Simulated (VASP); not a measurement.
# Li (R-3m) in VASP: electric field gradients with LDA

Aim: the electric field gradients of Li with LDA.

Everything below comes from runs of VASP 6.6.1. Logs are shortened: lines on timing, memory, paths and dates and some standing lists are left out, and cuts for length are marked.

**1. The cell of the first run**

It takes space group R-3m (No. 166, trigonal). Conventional cell: a = 3.101 Å, b = 3.101 Å, c = 22.765 Å, α = 90.00°, β = 90.00°, γ = 120.00°. Li (site symmetry 3m) has 12 Li at 3.09 to 3.10 Å within 4.1 Å. Within 4.1 Å of Li (site symmetry -3m) lie 12 Li at 3.10 Å.

**2. Electric field gradients, LDA**

INCAR

```
PREC = Accurate
ENCUT = 520
EDIFF = 1E-8
ISMEAR = 1
SIGMA = 0.2
LREAL = False
LASPH = True
NELM = 100
ALGO = Normal
ISIF = 2
LWAVE = False
LCHARG = False
GGA = CA
LEFG = True
NBANDS = 12
```

KPOINTS

```
Automatic mesh
0
Gamma
  10 10 10
```

POSCAR

```
Li
1.0
    1.5505000000      0.8951815924      7.5883000000
   -1.5505000000      0.8951815924      7.5883000000
    0.0000000000     -1.7903631848      7.5883000000
Li
3
Direct
    0.7780000000      0.7780000000      0.7780000000
    0.2220000000      0.2220000000      0.2220000000
    0.0000000000      0.0000000000      0.0000000000
```

Potentials or basis: VASP PAW LDA potentials, release 64 (Li_sv).

The run is started by

```console
$ cat potpaw_LDA.64/Li_sv/POTCAR > POTCAR
$ mpirun -np 1 vasp_std > vasp.out
```

OUTCAR:

```text
PREC = Accurate
   ENCUT = 520
   EDIFF = 1E-8
   ISMEAR = 1
   LREAL = False
   LASPH = True
   NELM = 100
   ISIF = 2
   GGA = CA

 ion  position               nearest neighbor table
   1  0.778  0.778  0.778-
   2  0.222  0.222  0.222-
   3  0.000  0.000  0.000-

  LATTYP: Found a trigonal (rhomboedric) cell.
 ALAT       =     7.7966465370
 COS(alpha) =     0.9209033946

  Lattice vectors:

 A1 = (   1.5505000000,   0.8951815924,   7.5883000000)
 A2 = (  -1.5505000000,   0.8951815924,   7.5883000000)
 A3 = (   0.0000000000,  -1.7903631848,   7.5883000000)

Analysis of symmetry for initial positions (statically):
=====================================================================
 Subroutine PRICEL returns:
 Original cell was already a primitive cell.

 Routine SETGRP: Setting up the symmetry group for a
 trigonal (rhombohedral) supercell.

 Subroutine GETGRP returns: Found 12 space group operations
 (whereof 12 operations were pure point group operations)
 out of a pool of 12 trial point group operations.

The static configuration has the point symmetry D_3d.

Analysis of symmetry for dynamics (positions and initial velocities):
=====================================================================
 Subroutine PRICEL returns:
 Original cell was already a primitive cell.

 Routine SETGRP: Setting up the symmetry group for a
 trigonal (rhombohedral) supercell.

 Subroutine GETGRP returns: Found 12 space group operations
 (whereof 12 operations were pure point group operations)
 out of a pool of 12 trial point group operations.

The dynamic configuration has the point symmetry D_3d.

 Subroutine INISYM returns: Found 12 space group operations
 (whereof 12 operations are pure point group operations),
 and found     1 'primitive' translations

----------------------------------------------------------------------------------------

                                     Primitive cell

  volume of cell :      63.1944

  direct lattice vectors                    reciprocal lattice vectors
     1.550500000  0.895181592  7.588300000     0.322476620  0.186181964  0.043927274
    -1.550500000  0.895181592  7.588300000    -0.322476620  0.186181964  0.043927274
     0.000000000 -1.790363185  7.588300000     0.000000000 -0.372363927  0.043927274

  length of vectors
     7.796646537  7.796646537  7.796646537     0.374945996  0.374945996  0.374945996

  position of ions in fractional coordinates (direct lattice)
     0.778000000  0.778000000  0.778000000
     0.222000000  0.222000000  0.222000000
     0.000000000  0.000000000  0.000000000

  ion indices of the primitive-cell ions
   primitive index   ion index
                 1           1
                 2           2
                 3           3

----------------------------------------------------------------------------------------

 KPOINTS: Automatic mesh

Automatic generation of k-mesh.
 Grid dimensions read from file:
 generate k-points for:   10   10   10

 Generating k-lattice:

  Cartesian coordinates                     Fractional coordinates (reciprocal lattice)
     0.032247662  0.018618196  0.004392727     0.100000000  0.000000000  0.000000000
    -0.032247662  0.018618196  0.004392727     0.000000000  0.100000000  0.000000000
     0.000000000 -0.037236393  0.004392727     0.000000000  0.000000000  0.100000000

  Length of vectors
     0.037494600  0.037494600  0.037494600

  Shift w.r.t. Gamma in fractional coordinates (k-lattice)
     0.000000000  0.000000000  0.000000000

 Subroutine IBZKPT returns following result:
 ===========================================

 Found    116 irreducible k-points:

 Following reciprocal coordinates:
            Coordinates               Weight
  0.000000  0.000000  0.000000      1.000000
  0.100000 -0.000000  0.000000      6.000000
  0.200000 -0.000000  0.000000      6.000000
  0.300000  0.000000  0.000000      6.000000
  0.400000 -0.000000  0.000000      6.000000
  0.500000  0.000000  0.000000      3.000000
[... 16 lines left out ...]
  0.300000  0.300000  0.000000      6.000000
  0.400000  0.300000  0.000000     12.000000
 [... further k-points ...]
   k-points           NKPTS =    116   k-points in BZ     NKDIM =    116   number of bands    NBANDS=     12
   number of dos      NEDOS =    301   number of ions     NIONS =      3
   total plane-waves  NPLWV = 216000
   dimension x,y,z NGX =    60 NGY =   60 NGZ =   60
   dimension x,y,z NGXF=   120 NGYF=  120 NGZF=  120
   ions per type =               3
   NGX,Y,Z   is equivalent  to a cutoff of  12.79, 12.79, 12.79 a.u.
   NGXF,Y,Z  is equivalent  to a cutoff of  25.59, 25.59, 25.59 a.u.
 SYSTEM =  unknown system
   PREC   = accura    normal or accurate (medium, high low for compatibility)
   ISTART =      0    job   : 0-new  1-cont  2-samecut
   ICHARG =      2    charge: 1-file 2-atom 10-const
   ISPIN  =      1    spin polarized calculation?
   LNONCOLLINEAR =      F non collinear calculations
   LSORBIT =      F    spin-orbit coupling
   LASPH  =      T    aspherical Exc in radial PAW
   ENCUT  =  520.0 eV  38.22 Ry    6.18 a.u.  14.50 14.50 14.50*2*pi/ulx,y,z
   NELM   =    100;   NELMIN=  2; NELMDL= -5     # of ELM steps
   EDIFF  = 0.1E-07   stopping-criterion for ELM
   LREAL  =      F    real-space projection
   EDIFFG = 0.1E-06   stopping-criterion for IOM
   NSW    =      0    number of steps for IOM
   IBRION =     -1    ionic relax: 0-MD 1-quasi-New 2-CG
   NFREE  =      0    steps in history (QN), initial steepest desc. (CG)
   ISIF   =      2    stress and relaxation
   ISYM   =      2    0-nonsym 1-usesym 2-fastsym
   POTIM  = 0.5000    time-step for ionic-motion
   TEBEG  =    0.0;   TEEND  =   0.0 temperature during run
   PSTRESS=    0.0 pullay stress
   NELECT =       9.0000    total number of electrons
   NUPDOWN=      -1.0000    fix difference up-down
   EMIN   =  10.00;   EMAX   =-10.00  energy-range for DOS
   EFERMI =   0.00;   METHOD = LEGACY
   ISMEAR =     1;   SIGMA  =   0.20  broadening in eV -4-tet -1-fermi 0-gaus
   EFERMI_NEDOS =   21; number of points for ismear=-14 and -15
   IALGO  =     38    algorithm
   IMIX   =      4    mixing-type and parameters
     AMIX     =   0.40;   BMIX     =  1.00
     AMIX_MAG =   1.60;   BMIX_MAG =  1.00
  volume/ion in A,a.u.               =      21.06       142.15
  Fermi-wavevector in a.u.,A,eV,Ry     =   0.854928  1.615579  9.944520  0.730902
  Thomas-Fermi vector in A             =   1.971599
   LORBIT       =      0    0 simple, 1 ext, 2 COOP (PROOUT), +10 PAW based schemes
   GGA     = CA    functional components
   LHFCALC =     F    Hartree Fock is set to
   AEXX    =    0.0000 exact exchange contribution
   IVDW    =     0    specifies the selected vdW correction
   LEPSILON=     F    determine dielectric tensor
   LRPA    =     F    only Hartree local field effects (RPA)
 non-spin polarized calculation
 Methfessel and Paxton  Order N= 1 SIGMA  =   0.20
  energy-cutoff  :      520.00
  volume of cell :       63.19
 maximum number of plane-waves:      1718
 NGX is ok and might be reduce to    60
   NGX = 29   NGY = 29   NGZ = 29

 number of electron       9.0000011 magnetization

 Free energy of the ion-electron system (eV)
  ---------------------------------------------------
  ext. energy  EPLUGINS =         0.00000000
  ---------------------------------------------------
  free energy    TOTEN  =        -6.11265652 eV

  energy without entropy =       -6.11259064  energy(sigma->0) =       -6.11263456

 E-fermi :   0.4591     XC(G=0):  -7.0476

 val. band max:        0.4536751963   @ k =  -0.4000   0.1000   0.1000
 cond. band min:       0.4748389374   @ k =  -0.2000  -0.3000   0.1000
 fundamental gap:      0.0211637411
 Fermi energy:         0.4591064294

 k-point     1 :       0.0000    0.0000    0.0000
  band No.  band energies     occupation
      1     -45.2058      2.00000
      2     -45.1924      2.00000
      3     -45.1871      2.00000
      4      -2.9530      2.00000
      5      -1.0501      2.00000
      6      -1.0497      2.00000
      7       6.0075      0.00000
      8       6.0347      0.00000
      9      12.7593      0.00000
     10      12.7593      0.00000
     11      12.8843      0.00000
     12      12.8843      0.00000

 k-point     2 :       0.1000   -0.0000    0.0000
  band No.  band energies     occupation
      1     -45.2045      2.00000
      2     -45.1914      2.00000
      3     -45.1862      2.00000
      4      -2.7969      2.00000
      5      -1.0067      2.00000
      6      -0.7601      2.00000
      7       5.8332      0.00000
      8       6.3860      0.00000
      9      11.2134      0.00000
     10      11.8183      0.00000
     11      12.0207      0.00000
     12      12.2775      0.00000

 k-point     3 :       0.2000   -0.0000    0.0000
  band No.  band energies     occupation
      1     -45.2009      2.00000
      2     -45.1888      2.00000
      3     -45.1838      2.00000
      4      -2.3277      2.00000
      5      -0.6426      2.00000
      6      -0.1367      2.00021
      7       5.7243      0.00000
      8       6.8670      0.00000
      9       8.8883      0.00000
     10       9.8313      0.00000
     11      10.6731      0.00000
     12      11.1021      0.00000
[... 286 lines left out ...]
 k-point    23 :       0.3000    0.3000    0.0000
  band No.  band energies     occupation
      1     -45.1962      2.00000
      2     -45.1861      2.00000
      3     -45.1808      2.00000
      4      -1.4855      2.00000
      5      -0.3263      2.00000
      6       1.2108     -0.00000
      7       4.9111      0.00000
      8       6.1598      0.00000
      9       7.2110      0.00000
     10       9.4023      0.00000
     11       9.4032      0.00000
     12      10.4121      0.00000

 k-point    24 :       0.4000    0.3000    0.0000
  band No.  band energies     occupation
      1     -45.1937      2.00000
      2     -45.1840      2.00000
      3     -45.1795      2.00000
      4      -0.8397      2.00000
      5       0.1617      2.05646
      6       1.9238     -0.00000
      7       4.5802      0.00000
      8       5.3372      0.00000
      9       6.4659      0.00000
     10       7.9253      0.00000
     11       9.1083      0.00000
     12       9.4474      0.00000

 [... further k-points ...]

------------------------ aborting loop because EDIFF is reached ----------------------------------------

  FORCE on cell =-STRESS in cart. coord.  units (eV):
  Direction    XX          YY          ZZ          XY          YZ          ZX
  --------------------------------------------------------------------------------------
  -------------------------------------------------------------------------------------
  Total       -0.5000451     -0.5000451     -0.6759275      0.0000000      0.0000000      0.0000000
  in kB      -12.6777194    -12.6777194    -17.1368914      0.0000000      0.0000000      0.0000000
  external PRESSURE =     -14.1641101 kB  Pullay stress =       0.0000000 kB

 VOLUME and BASIS-vectors are now :
 -----------------------------------------------------------------------------
  energy-cutoff  :      520.00
  volume of cell :       63.19
      direct lattice vectors                 reciprocal lattice vectors
     1.550500000  0.895181592  7.588300000     0.322476620  0.186181964  0.043927274
    -1.550500000  0.895181592  7.588300000    -0.322476620  0.186181964  0.043927274
     0.000000000 -1.790363185  7.588300000     0.000000000 -0.372363927  0.043927274

 POSITION                                       TOTAL-FORCE (eV/Angst)
 -----------------------------------------------------------------------------------
      0.00000      0.00000     17.71109         0.000000     -0.000000     -0.007913
      0.00000      0.00000      5.05381         0.000000      0.000000      0.007913
      0.00000      0.00000      0.00000         0.000000      0.000000      0.000000
 -----------------------------------------------------------------------------------
    total drift:                               -0.000000     -0.000000      0.000000

  FREE ENERGIE OF THE ION-ELECTRON SYSTEM (eV)
  ---------------------------------------------------
  free  energy   TOTEN  =        -6.1126565202 eV

  energy  without entropy=       -6.1125906407  energy(sigma->0) =       -6.11263456

 Electric field gradients (V/A^2)
---------------------------------------------------------------------
 ion       V_xx      V_yy      V_zz      V_xy      V_xz      V_yz
---------------------------------------------------------------------
   1      -0.057    -0.057     0.114    -0.000     0.000    -0.000
   2      -0.057    -0.057     0.114    -0.000     0.000    -0.000
   3      -0.049    -0.049     0.097    -0.000    -0.000     0.000
---------------------------------------------------------------------

 Electric field gradients after diagonalization (V/A^2)
 (convention: |V_zz| > |V_xx| > |V_yy|)
----------------------------------------------------------------------
 ion       V_xx      V_yy      V_zz     asymmetry (V_yy - V_xx)/ V_zz
----------------------------------------------------------------------
   1      -0.057    -0.057     0.114       0.000
   2      -0.057    -0.057     0.114       0.000
   3      -0.049    -0.049     0.097       0.000
----------------------------------------------------------------------

           NMR quadrupolar parameters

 Cq : quadrupolar parameter    Cq=e*Q*V_zz/h
 eta: asymmetry parameters     (V_yy - V_xx)/ V_zz
 Q  : nuclear electric quadrupole moment in mb (millibarn)
----------------------------------------------------------------------
 ion       Cq(MHz)       eta       Q (mb)
----------------------------------------------------------------------
   1       0.000       0.000       1.000
   2       0.000       0.000       1.000
   3       0.000       0.000       1.000
----------------------------------------------------------------------
```

It took 9.5 min on 1 thread of Oxide Virtual Turin-like, shared host; peak memory 0.32 GiB.

Results:

* Free energy: -6.1127 eV
* Largest force: 0.008 eV/Å

Forces on the atoms (eV/Å):
```
Li   0.000  0.000 -0.008
Li   0.000  0.000  0.008
Li   0.000  0.000  0.000
```

Caveat: the cutoff is under 1.25 times the usual one of these potentials, so pressure, stress and relaxed cells hold a basis-set (Pulay) error; without QUAD_EFG the Cq values of the log hold for a quadrupole moment of 1 mb, not for the nuclei.
